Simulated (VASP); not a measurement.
A run of VASP 6.6.1 is set up as follows.

File INCAR:

```
PREC     = Accurate       # precision mode
ENCUT    = 520            # plane-wave cutoff, eV
EDIFF    = 1E-6           # SCF threshold, eV
ISMEAR   = 0              # smearing method
SIGMA    = 0.05           # smearing width, eV
LREAL    = False          # projectors in reciprocal space
LASPH    = True           # aspherical terms in the spheres
NELM     = 100            # most SCF steps
ALGO     = Normal         # electronic algorithm
ISIF     = 2              # what is computed and relaxed
LWAVE    = False          # write WAVECAR
LCHARG   = False          # write CHGCAR
GGA      = PE             # functional
NBANDS   = 26             # bands
```

KPOINTS

```
Automatic mesh
0
Gamma
  6 6 6
```

File POSCAR:

```
BN
1.0
    3.4705111726     -0.0779834985     -0.1262473036
    0.0779834985     -3.8797348133      0.0884127920
    0.1262473036      0.0884127920     -3.5814272794
B N
4 4
Direct
    0.0113412287      0.4938968564      0.4918161557
    0.4777883911     -0.0080797674      0.5176498414
    0.4939990385      0.4782122604     -0.0177885533
    0.0227046735     -0.0076777093     -0.0072851685
    0.7481702863      0.7674820189      0.7576215021
    0.2495763810      0.2701105859      0.7590812391
    0.2717146095      0.7569889694      0.2669355262
    0.7247053914      0.2490667857      0.2319694572
```

Potentials or basis: VASP PAW PBE potentials, release 64 (B, N).

Command:

```bash
$ cat potpaw_PBE.64/B/POTCAR potpaw_PBE.64/N/POTCAR > POTCAR
$ mpirun -np 1 vasp_std > vasp.out
```

(1) Estimate the pressure.

(2) Predict the band gap on the k mesh.

(3) What does it give for the largest force?

Results:

(1) 1.1 GPa.

(2) 2.11 eV.

(3) 4.786 eV/Å.

Caveat: the cell differs from its parent crystal (atoms moved at random and the cell strained at random); forces of over 1 eV/Å act on the atoms, so gaps and moduli don't describe the material at rest.
